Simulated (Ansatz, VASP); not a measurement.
## CoO in VASP and in Ansatz

Contents of POSCAR:

```
CoO
1.0
    1.5054695445      0.8691832468      2.4399269062
   -1.5054695445      0.8691832468      2.4399269062
    0.0000000000     -1.7383664936      2.4399269062
Co O
1 1
Direct
    0.0000000000      0.0000000000      0.0000000000
    0.5000000000      0.5000000000      0.5000000000
```

The input INCAR.step1:

```
SYSTEM = CoO
ALGO = Normal
EDIFF = 1E-4
ENCUT = 600
GGA = PE
ISMEAR = 0
LASPH = .TRUE.
LCHARG = .FALSE.
LREAL = .FALSE.
LWAVE = .TRUE.
NELM = 100
PREC = Accurate
SIGMA = 0.02
```

INCAR.step2

```
SYSTEM = CoO
ALGO = Normal
EDIFF = 1E-6
EDIFFG = -0.01
ENCUT = 600
IBRION = 2
ISIF = 3
ISMEAR = 0
ISTART = 1
LASPH = .TRUE.
LCHARG = .FALSE.
LMIXTAU = .TRUE.
LREAL = .FALSE.
LWAVE = .FALSE.
METAGGA = R2SCAN
NELM = 100
NSW = 80
PREC = Accurate
SIGMA = 0.02
```

Contents of KPOINTS:

```
k-points
0
G
  12 12 12
  0 0 0
```

Input for Ansatz:

```yaml
crystal:
  lattice:
    - [1.5054695445, 0.8691832468, 2.4399269062]
    - [-1.5054695445, 0.8691832468, 2.4399269062]
    - [0.0, -1.7383664936, 2.4399269062]
  atoms:
    - { symbol: Co, position: [0.0, 0.0, 0.0] }
    - { symbol: O, position: [0.5, 0.5, 0.5] }
basis:
  ecutwfc: 500
kpoints:
  mp_grid: { grid: [12, 12, 12] }
hamiltonian:
  xc: r2scan
scf:
  occupations: { method: gaussian, width: 0.02 }
output:
  forces: true
  stress: true
  eigenvalues: true
relax:
  adjacent_minimum: "off"
  f_tol: 0.01
  max_steps: 60
  cell: { stress_tol: 0.05 }
```

Alike in both runs: task relaxation of cell and atoms; functional r2SCAN; k mesh 12 × 12 × 12; occupations gaussian, width 0.02 eV; no spin polarisation.

|  | VASP | Ansatz |
| --- | --- | --- |
| version | VASP 6.6.1 | Ansatz 0.2.0 |
| potentials or method | VASP PAW PBE potentials, release 64 (Co, O), cutoff 600 eV | scalar-relativistic, plane waves, PAW |
| valence electrons in the cell | 15 | 23 |

|  | VASP | Ansatz | Ansatz less VASP |
| --- | --- | --- | --- |
| gap on the k mesh at the Fermi level, each at its own relaxed structure (eV) | none | none | - |
| relaxed volume (Å³/atom) | 8.39 | 8.37 | -0.026 |
| relaxed length of the cell vector where the two differ most in proportion (Å) | 2.874 | 2.871 | -0.0030 |

VASP's potentials were made for PBE, not for r2SCAN. A gap of «none» marks a metal or a gap that the smearing closes. VASP's potentials hold 15 valence electrons a cell and Ansatz's 23, so a difference there can come from the potentials and not from the codes.
